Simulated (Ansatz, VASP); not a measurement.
Given: the input of a run of VASP 6.6.1 on InSe.

INCAR

```
ALGO = Normal ; EDIFF = 1E-6
ENCUT = 520 ; GGA = PS
ISIF = 2 ; ISMEAR = -1
LASPH = True ; LCHARG = True
LELF = True ; LREAL = False
LVHAR = True ; LWAVE = False
NBANDS = 27 ; NELM = 100
PREC = Accurate ; SIGMA = 0.05
```

File KPOINTS:

```
k-points
0
Gamma
  7 7 6
```

File POSCAR:

```
InSe
1.0
    5.9030647348     -2.0816869103      0.0000000000
    5.9030647348      2.0816869103      0.0000000000
   -1.7459097331      0.0000000000      4.8341359509
In Se
2 2
Direct
    0.8882032500      0.8882032500      0.0468413600
    0.1117967500      0.1117967500      0.9531586400
    0.6609275900      0.6609275900      0.6689556200
    0.3390724100      0.3390724100      0.3310443800
```

Potentials or basis: VASP PAW PBE potentials, release 64 (In_d, Se).

Run with:

```console
$ cat potpaw_PBE.64/In_d/POTCAR potpaw_PBE.64/Se/POTCAR > POTCAR
$ mpirun -np 1 vasp_std > vasp.out
```

Q: Translate it to Ansatz 0.2.0. Potentials there: all-electron LAPW, scalar-relativistic.

A: As run (the cutoff follows the program's own potentials):

The input input.yaml:

```yaml
crystal:
  lattice:
    - [5.9030647348, -2.0816869103, 0.0]
    - [5.9030647348, 2.0816869103, 0.0]
    - [-1.7459097331, 0.0, 4.8341359509]
  atoms:
    - { symbol: In, position: [0.88820325, 0.88820325, 0.04684136] }
    - { symbol: In, position: [0.11179675, 0.11179675, 0.95315864] }
    - { symbol: Se, position: [0.66092759, 0.66092759, 0.66895562] }
    - { symbol: Se, position: [0.33907241, 0.33907241, 0.33104438] }
kpoints:
  mp_grid: { grid: [7, 7, 6] }
scf:
  occupations: { method: fermi_dirac, width: 0.05 }
hamiltonian:
  xc: pbesol
  pseudopotentials: { kind: all_electron, lapw: { basis_error: 0.002 } }
output:
  forces: true
  stress: true
  eigenvalues: true
```

Potentials or basis: all-electron LAPW, scalar-relativistic.

Command:

```sh
$ ansatz run input.yaml --threads 2 --pin off --max-ram 6144MiB --backend cpu --events-out ev --progress --plain --runs-dir out
```

Both were run:

|  | VASP | Ansatz | Ansatz less VASP |
| --- | --- | --- | --- |
| gap on the k mesh at the Fermi level (eV) | 1.00 | 1.01 | +0.007 |
| least direct gap on the mesh (eV) | 1.04 | 1.05 | +0.008 |
| pressure (GPa) | -2.8 | -2.8 | -0.05 |
| traceless stress, the component that is largest in VASP (GPa) | 0.52 | 0.53 | +0.002 |
| rms of the force components (eV/Å) | 0.110 | 0.118 | +0.0084 |

VASP's potentials were made for PBE, not for PBEsol. Atom by atom the forces differ by 0.008 eV/Å (rms over components). Ansatz ran all-electron here, and VASP with PAW potentials.
